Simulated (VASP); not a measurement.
# Si4BN3 (P3m1) in VASP: a series of runs

Runs on Si4BN3. Level: PBE. Tasks: single point, relaxation of cell and atoms.

Program: VASP 6.6.1. These are calculated values, not measurements. Logs are shortened: lines on timing, memory, paths and dates and some standing lists are left out, and cuts for length are marked.

## (1) The cell of the first run

Symmetry: P3m1, No. 156, trigonal system. Conventional cell: a = 2.940 Å, b = 2.940 Å, c = 12.635 Å, α = 90.00°, β = 90.00°, γ = 120.00°. Within 2.4 Å of Si (site symmetry 3m) lie 3 N at 1.78 Å and 1 Si at 2.38 Å. Within 2.4 Å of Si (site symmetry 3m) lie 3 N at 1.78 Å and 1 Si at 2.37 Å. Si (site symmetry 3m) has 3 N at 1.90 Å and 1 Si at 2.38 Å within 2.5 Å. Within 2.6 Å of Si (site symmetry 3m) lie 3 B at 1.97 Å and 1 Si at 2.37 Å. Within 2.1 Å of B (site symmetry 3m) lie 1 N at 1.55 Å and 3 Si at 1.97 Å. Within 2.4 Å of N (site symmetry 3m) lie 3 Si at 1.78 Å. Within 2.4 Å of N (site symmetry 3m) lie 3 Si at 1.78 Å. Within 2.1 Å of N (site symmetry 3m) lie 1 B at 1.55 Å and 3 Si at 1.90 Å.

## (2) Single point, PBE

Contents of INCAR:

```
SYSTEM = Si4BN3
PREC = Accurate
ENCUT = 520
EDIFF = 1E-7
ISMEAR = 0
SIGMA = 0.2
LREAL = .FALSE.
LASPH = .TRUE.
NELM = 100
ALGO = Normal
ISIF = 2
LWAVE = .FALSE.
LCHARG = .FALSE.
GGA = PE
NBANDS = 27
```

Contents of KPOINTS:

```
regular mesh
0
G
  6 6 2
  0 0 0
```

Contents of POSCAR:

```
Si4BN3
1.0
    2.9402889327      0.0000000000      0.0000000000
   -1.4701444664      2.5463649102      0.0000000000
    0.0000000000      0.0000000000     12.6351569252
Si B N
4 1 3
Direct
    0.3333333333      0.6666666667      0.6840751239
    0.6666666667      0.3333333333      0.0399418415
    0.3333333333      0.6666666667      0.4959978965
    0.6666666667      0.3333333333      0.2277209749
    0.0000000000      0.0000000000      0.3069633351
    0.6666666667      0.3333333333      0.7273713967
    0.3333333333      0.6666666667     -0.0023908885
    0.0000000000      0.0000000000      0.4293203200
```

Potentials or basis: VASP PAW PBE potentials, release 64 (Si, B, N).

The run is started by

```console
$ cat potpaw_PBE.64/Si/POTCAR potpaw_PBE.64/B/POTCAR potpaw_PBE.64/N/POTCAR > POTCAR
$ mpirun -np 1 vasp_std > vasp.out
```

OUTCAR:

```text
SYSTEM = Si4BN3
   PREC = Accurate
   ENCUT = 520
   EDIFF = 1E-7
   ISMEAR = 0
   LREAL = .FALSE.
   LASPH = .TRUE.
   NELM = 100
   ISIF = 2
   GGA = PE

 ion  position               nearest neighbor table
   1  0.333  0.667  0.684-   6 1.78   6 1.78   6 1.78   3 2.38
   2  0.667  0.333  0.040-   7 1.78   7 1.78   7 1.78   4 2.37
   3  0.333  0.667  0.496-   8 1.90   8 1.90   8 1.90   1 2.38
   4  0.667  0.333  0.228-   5 1.97   5 1.97   5 1.97   2 2.37
   5  0.000  0.000  0.307-   8 1.55   4 1.97   4 1.97   4 1.97
   6  0.667  0.333  0.727-   1 1.78   1 1.78   1 1.78
   7  0.333  0.667  0.998-   2 1.78   2 1.78   2 1.78
   8  0.000  0.000  0.429-   5 1.55   3 1.90   3 1.90   3 1.90

  LATTYP: Found a hexagonal cell.
 ALAT       =     2.9402889327
 C/A-ratio  =     4.2972501051

  Lattice vectors:

 A1 = (   2.9402889327,   0.0000000000,   0.0000000000)
 A2 = (  -1.4701444664,   2.5463649102,   0.0000000000)
 A3 = (   0.0000000000,   0.0000000000,  12.6351569252)

Analysis of symmetry for initial positions (statically):
=====================================================================
 Subroutine PRICEL returns:
 Original cell was already a primitive cell.

 Routine SETGRP: Setting up the symmetry group for a
 hexagonal supercell.

 Subroutine GETGRP returns: Found  6 space group operations
 (whereof  6 operations were pure point group operations)
 out of a pool of 24 trial point group operations.

The static configuration has the point symmetry C_3v.

Analysis of symmetry for dynamics (positions and initial velocities):
=====================================================================
 Subroutine PRICEL returns:
 Original cell was already a primitive cell.

 Routine SETGRP: Setting up the symmetry group for a
 hexagonal supercell.

 Subroutine GETGRP returns: Found  6 space group operations
 (whereof  6 operations were pure point group operations)
 out of a pool of 24 trial point group operations.

The dynamic configuration has the point symmetry C_3v.

 Subroutine INISYM returns: Found  6 space group operations
 (whereof  6 operations are pure point group operations),
 and found     1 'primitive' translations

----------------------------------------------------------------------------------------

                                     Primitive cell
[... 95 lines left out ...]
   NSW    =      0    number of steps for IOM
   IBRION =     -1    ionic relax: 0-MD 1-quasi-New 2-CG
   NFREE  =      0    steps in history (QN), initial steepest desc. (CG)
   ISIF   =      2    stress and relaxation
   ISYM   =      2    0-nonsym 1-usesym 2-fastsym
   POTIM  = 0.5000    time-step for ionic-motion
   TEBEG  =    0.0;   TEEND  =   0.0 temperature during run
   PSTRESS=    0.0 pullay stress
   NELECT =      34.0000    total number of electrons
   NUPDOWN=      -1.0000    fix difference up-down
   EMIN   =  10.00;   EMAX   =-10.00  energy-range for DOS
   EFERMI =   0.00;   METHOD = LEGACY
   ISMEAR =     0;   SIGMA  =   0.20  broadening in eV -4-tet -1-fermi 0-gaus
   EFERMI_NEDOS =   21; number of points for ismear=-14 and -15
   IALGO  =     38    algorithm
   IMIX   =      4    mixing-type and parameters
     AMIX     =   0.40;   BMIX     =  1.00
     AMIX_MAG =   1.60;   BMIX_MAG =  1.00
  volume/ion in A,a.u.               =      11.83        79.80
  Fermi-wavevector in a.u.,A,eV,Ry     =   1.163958  2.199562 18.433154  1.354799
  Thomas-Fermi vector in A             =   2.300502
   LORBIT       =      0    0 simple, 1 ext, 2 COOP (PROOUT), +10 PAW based schemes
   GGA     = PE    functional components
   LHFCALC =     F    Hartree Fock is set to
   AEXX    =    0.0000 exact exchange contribution
   IVDW    =     0    specifies the selected vdW correction
   LEPSILON=     F    determine dielectric tensor
   LRPA    =     F    only Hartree local field effects (RPA)
 non-spin polarized calculation
 Gauss-broadening in eV      SIGMA  =   0.20
  energy-cutoff  :      520.00
  volume of cell :       94.60
 maximum number of plane-waves:      2603
 NGX is ok and might be reduce to    24
   NGX = 11   NGY = 11   NGZ = 47

 number of electron      34.0000006 magnetization

 Free energy of the ion-electron system (eV)
  ---------------------------------------------------
  ext. energy  EPLUGINS =         0.00000000
  ---------------------------------------------------
  free energy    TOTEN  =       -55.66251258 eV

  energy without entropy =      -55.60424892  energy(sigma->0) =      -55.63338075

 E-fermi :   8.2195     XC(G=0): -10.5281

 val. band max:        8.1381455000   @ k =   0.3333   0.1667   0.5000
 cond. band min:       8.2979401801   @ k =   0.3333   0.0000   0.5000
 fundamental gap:      0.1597946802
 Fermi energy:         8.2195048327

 k-point     1 :       0.0000    0.0000    0.0000
  band No.  band energies     occupation
      1     -11.7663      2.00000
      2     -11.1276      2.00000
      3     -10.9178      2.00000
      4      -5.2186      2.00000
      5      -2.8319      2.00000
      6      -0.1979      2.00000
[... 409 lines left out ...]
     26      15.1044      0.00000
     27      15.6278      0.00000

------------------------ aborting loop because EDIFF is reached ----------------------------------------

  FORCE on cell =-STRESS in cart. coord.  units (eV):
  Direction    XX          YY          ZZ          XY          YZ          ZX
  --------------------------------------------------------------------------------------
  -------------------------------------------------------------------------------------
  Total       -0.1056787     -0.1056787      0.0881413      0.0000000      0.0000000     -0.0000000
  in kB       -1.7898095     -1.7898095      1.4927895      0.0000000      0.0000000     -0.0000000
  external PRESSURE =      -0.6956098 kB  Pullay stress =       0.0000000 kB

 VOLUME and BASIS-vectors are now :
 -----------------------------------------------------------------------------
  energy-cutoff  :      520.00
  volume of cell :       94.60
      direct lattice vectors                 reciprocal lattice vectors
     2.940288933  0.000000000  0.000000000     0.340102630  0.196358345  0.000000000
    -1.470144466  2.546364910  0.000000000     0.000000000  0.392716690  0.000000000
     0.000000000  0.000000000 12.635156925     0.000000000  0.000000000  0.079144249

 POSITION                                       TOTAL-FORCE (eV/Angst)
 -----------------------------------------------------------------------------------
     -0.00000      1.69758      8.64340         0.000000     -0.000000      0.013565
      1.47014      0.84879      0.50467        -0.000000      0.000000     -0.008962
     -0.00000      1.69758      6.26701        -0.000000      0.000000     -0.006242
      1.47014      0.84879      2.87729        -0.000000      0.000000     -0.002874
      0.00000      0.00000      3.87853        -0.000000      0.000000     -0.035313
      1.47014      0.84879      9.19045         0.000000     -0.000000     -0.020703
     -0.00000      1.69758     12.60495         0.000000      0.000000      0.025162
      0.00000      0.00000      5.42453        -0.000000      0.000000      0.035366
 -----------------------------------------------------------------------------------
    total drift:                               -0.000000      0.000000     -0.000131

  FREE ENERGIE OF THE ION-ELECTRON SYSTEM (eV)
  ---------------------------------------------------
  free  energy   TOTEN  =       -55.6625125778 eV

  energy  without entropy=      -55.6042489161  energy(sigma->0) =      -55.63338075
```

OSZICAR:

```text
N       E                     dE             d eps       ncg     rms          rms(c)
DAV:   1     0.112310716941E+03    0.11231E+03   -0.15711E+04   756   0.113E+03
DAV:   2    -0.522939209541E+02   -0.16460E+03   -0.15653E+03   978   0.221E+02
DAV:   3    -0.623142738534E+02   -0.10020E+02   -0.99257E+01  1013   0.547E+01
DAV:   4    -0.624631390116E+02   -0.14887E+00   -0.14863E+00  1000   0.734E+00
DAV:   5    -0.624662071340E+02   -0.30681E-02   -0.30666E-02   999   0.101E+00    0.173E+01
DAV:   6    -0.561937115304E+02    0.62725E+01   -0.27370E+01   952   0.262E+01    0.892E+00
DAV:   7    -0.560602227743E+02    0.13349E+00   -0.86028E+00   977   0.119E+01    0.526E+00
DAV:   8    -0.556684117360E+02    0.39181E+00   -0.13991E+00  1004   0.570E+00    0.271E+00
DAV:   9    -0.556622401263E+02    0.61716E-02   -0.20149E-01   944   0.225E+00    0.907E-01
DAV:  10    -0.556629883672E+02   -0.74824E-03   -0.21467E-02  1007   0.101E+00    0.352E-01
DAV:  11    -0.556623380332E+02    0.65033E-03   -0.63954E-03  1013   0.481E-01    0.169E-01
DAV:  12    -0.556626191577E+02   -0.28112E-03   -0.13673E-03  1010   0.223E-01    0.537E-02
DAV:  13    -0.556625268759E+02    0.92282E-04   -0.43642E-04  1010   0.129E-01    0.264E-02
DAV:  14    -0.556625095911E+02    0.17285E-04   -0.81268E-05   975   0.544E-02    0.653E-03
DAV:  15    -0.556625118923E+02   -0.23012E-05   -0.90508E-06   976   0.175E-02    0.524E-03
DAV:  16    -0.556625123887E+02   -0.49642E-06   -0.89506E-07  1010   0.539E-03    0.276E-03
DAV:  17    -0.556625125702E+02   -0.18154E-06   -0.32235E-07   890   0.331E-03    0.548E-04
DAV:  18    -0.556625125778E+02   -0.75283E-08   -0.38444E-08   588   0.131E-03
   1 F= -.55662513E+02 E0= -.55633381E+02  d E =-.582637E-01
```

It took 39 s on 1 thread of Intel Xeon Platinum 8259CL at 2.50GHz (Skylake/Cascade Lake), shared host; peak memory 0.22 GiB.

Results:

```
Free energy            : -55.6625 eV
Pressure               : -0.1 GPa
Largest force          : 0.035 eV/Å
Band gap on the k mesh : zero (band 17 reaches 10.43 eV, above the bottom of band 18 at 7.94 eV)
```

Forces on the atoms (eV/Å):
```
Si   0.000  0.000  0.014
Si   0.000  0.000 -0.009
Si   0.000  0.000 -0.006
Si   0.000  0.000 -0.003
B    0.000  0.000 -0.035
N    0.000  0.000 -0.021
N    0.000  0.000  0.025
N    0.000  0.000  0.035
```

Levels at points of the mesh, in eV from the Fermi level:
```
           k point  band 14  band 15  band 16  band 17  band 18  band 19  band 20  band 21
(0.00, 0.00, 0.00)    -3.61    -3.23     1.04     2.00     2.31     2.31     2.95     4.80
(0.50, 0.00, 0.00)    -4.64    -3.77    -3.08    -0.96    -0.28     0.45     1.41     2.23
(0.00, 0.00, 0.50)    -4.23    -2.64     0.77     2.21     2.31     2.31     2.90     4.81
(0.50, 0.00, 0.50)    -4.80    -3.81    -3.00    -0.84    -0.28     0.29     1.44     2.19
```

Caveat: the k points lie up to 0.41 Å⁻¹ apart.

## (3) Single point, PBE

This run uses another cell than the first one, of 12.45 Å³/atom, 1.053 times its volume.

Contents of INCAR:

```
SYSTEM = Si4BN3
PREC = Accurate
ENCUT = 520
EDIFF = 1E-6
ISMEAR = 0
SIGMA = 0.2
LREAL = .False.
LASPH = .True.
NELM = 80
ALGO = Normal
ISIF = 2
LWAVE = .False.
LCHARG = .True.
GGA = PE
LELF = .True.
LVHAR = .True.
NBANDS = 27
```

Contents of KPOINTS:

```
regular mesh
0
Gamma
  6 6 2
  0 0 0
```

Contents of POSCAR:

```
Si4BN3
1.0
    2.7482822016      0.0000000000      0.0000000000
   -1.3741411008      2.3800822034      0.0000000000
    0.0000000000      0.0000000000     15.2258610322
Si B N
4 1 3
Direct
    0.6666666667      0.3333333333      0.4965663973
    0.6666666667      0.3333333333      0.3378063793
    0.3333333333      0.6666666667      0.0418214546
    0.3333333333      0.6666666667      0.2005572623
    0.0000000000      0.0000000000      0.7712765922
    0.3333333333      0.6666666667      0.7715618607
    0.0000000000      0.0000000000      0.5383635207
    0.0000000000      0.0000000000      0.0000465328
```

Potentials or basis: VASP PAW PBE potentials, release 64 (Si, B, N).

The run is started by

```console
$ cat potpaw_PBE.64/Si/POTCAR potpaw_PBE.64/B/POTCAR potpaw_PBE.64/N/POTCAR > POTCAR
$ mpirun -np 1 vasp_std > vasp.out
```

Wall time 37 s (1 thread of Intel Xeon Platinum 8259CL at 2.50GHz (Skylake/Cascade Lake), shared host); peak memory 0.21 GiB.

It converged, with:

```
Free energy            : -56.0077 eV
Pressure               : 0.0 GPa
Largest force          : 0.060 eV/Å
Band gap on the k mesh : zero (band 17 reaches 9.59 eV, above the bottom of band 18 at 5.88 eV)
```

Forces in eV/Å, atoms in the order of the input:
```
Si   0.000  0.000  0.018
Si   0.000  0.000 -0.034
Si   0.000  0.000 -0.027
Si   0.000  0.000  0.037
B    0.000  0.000  0.057
N    0.000  0.000 -0.060
N    0.000  0.000 -0.042
N    0.000  0.000  0.049
```

Stress tensor (GPa, compression positive):
```
-0.06  0.00  0.00
 0.00 -0.06  0.00
 0.00  0.00  0.18
```

Levels at points of the mesh, in eV from the Fermi level:
```
           k point  band 13  band 14  band 15  band 16  band 17  band 18  band 19  band 20  band 21  band 22
(0.00, 0.00, 0.00)    -3.48    -2.10    -2.10    -0.65     2.83     5.32     6.19     7.55     7.96     8.18
(0.50, 0.00, 0.00)    -4.24    -3.84    -2.77    -1.98    -1.20     0.62     1.60     2.59     3.69     3.86
(0.00, 0.00, 0.50)    -3.47    -2.10    -2.10    -0.75     2.97     5.08     6.35     7.54     7.96     8.18
(0.50, 0.00, 0.50)    -4.24    -3.85    -2.75    -1.98    -1.21     0.62     1.59     2.61     3.68     3.86
```

Caveat: the k points lie up to 0.44 Å⁻¹ apart; this functional lacks dispersion, which binds the layers, so the pressure and a relaxed spacing across them are unreliable.

## (4) Single point, PBE, collinear spin, ferromagnetic start

This run uses another cell than the first one, of 12.45 Å³/atom, 1.053 times its volume.

Contents of INCAR:

```
SYSTEM = Si4BN3
PREC = Accurate
ENCUT = 520
EDIFF = 1E-7
ISMEAR = 0
SIGMA = 0.1
LREAL = .False.
LASPH = .True.
NELM = 150
ALGO = Normal
ISIF = 2
LWAVE = .False.
LCHARG = .False.
ISPIN = 2
MAGMOM = 0 0 0 0 0 1 1 1
LORBIT = 11
GGA = PE
NBANDS = 31
```

Contents of KPOINTS:

```
Automatic mesh
0
Gamma
  6 6 1
  0 0 0
```

POSCAR is that of step 3.

The run is started by

```console
$ cat potpaw_PBE.64/Si/POTCAR potpaw_PBE.64/B/POTCAR potpaw_PBE.64/N/POTCAR > POTCAR
$ mpirun -np 1 vasp_std > vasp.out
```

Run time: 63 s. Hardware: 1 thread of Intel Xeon Platinum 8259CL at 2.50GHz (Skylake/Cascade Lake), shared host; peak memory 0.25 GiB.

The run converged. Its results:

| Item | Value |
| --- | --- |
| Free energy | -55.9952 eV |
| Pressure | 0.0 GPa |
| Largest force | 0.060 eV/Å |
| Band gap on the k mesh | zero (filled and empty bands overlap) |
| Net moment | 0.00 μB per cell |
| Valence electrons inside the program's atomic spheres | Si 1.72, 1.56; B 1.74; N 3.77, 3.95, 3.96 |

Forces on the atoms (eV/Å):
```
Si   0.000  0.000  0.007
Si   0.000  0.000 -0.049
Si   0.000  0.000 -0.015
Si   0.000  0.000  0.052
B    0.000  0.000  0.057
N    0.000  0.000 -0.060
N    0.000  0.000 -0.046
N    0.000  0.000  0.054
```

Levels at points of the mesh, in eV from the Fermi level:
Spin up:
| k point | band 15 | band 16 | band 17 | band 18 | band 19 | band 20 |
| --- | --- | --- | --- | --- | --- | --- |
| (0.00, 0.00, 0.00) | -2.02 | -0.56 | 2.92 | 5.40 | 6.28 | 7.64 |
| (0.50, 0.00, 0.00) | -2.68 | -1.89 | -1.12 | 0.71 | 1.69 | 2.68 |
Spin down:
| k point | band 14 | band 15 | band 16 | band 17 | band 18 | band 19 | band 20 | band 21 |
| --- | --- | --- | --- | --- | --- | --- | --- | --- |
| (0.00, 0.00, 0.00) | -2.02 | -2.02 | -0.56 | 2.92 | 5.40 | 6.28 | 7.64 | 8.04 |
| (0.50, 0.00, 0.00) | -3.76 | -2.68 | -1.89 | -1.12 | 0.71 | 1.69 | 2.68 | 3.77 |

Caveat: the k points lie up to 0.44 Å⁻¹ apart; this functional lacks dispersion, which binds the layers, so the pressure and a relaxed spacing across them are unreliable.

(Part 1 of 2 ends here.)
